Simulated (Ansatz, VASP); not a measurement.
Na2Cl: VASP beside Ansatz

```xyz
3
Lattice="1.9674 1.1359 6.7291 -1.9674 1.1359 6.7291 0.0000 -2.2717 6.7291" Properties=species:S:1:pos:R:3 pbc="T T T"
Na    0.0000    0.0000   15.1621
Na    0.0000    0.0000    5.0251
Cl    0.0000    0.0000    0.0000
```

Alike in both runs: task single point; functional LDA; k mesh 8 × 8 × 8; no spin polarisation.

```csv
,VASP,Ansatz
version,VASP 6.6.1,Ansatz 0.2.0
potentials or method,"VASP PAW LDA potentials, release 64 (Na_pv, Cl), cutoff 520 eV","plane waves, PAW"
occupations,"methfessel-paxton of order 1, width 0.1 eV",cold
valence electrons in the cell,21,25
```

```csv
,VASP,Ansatz,Ansatz less VASP
pressure (GPa),-1.7,-1.7,+0.03
```

LDA's correlation is that of Perdew and Zunger in VASP and of Perdew and Wang (1992) in Ansatz. VASP's potentials hold 21 valence electrons a cell and Ansatz's 25, so a difference there can come from the potentials and not from the codes.
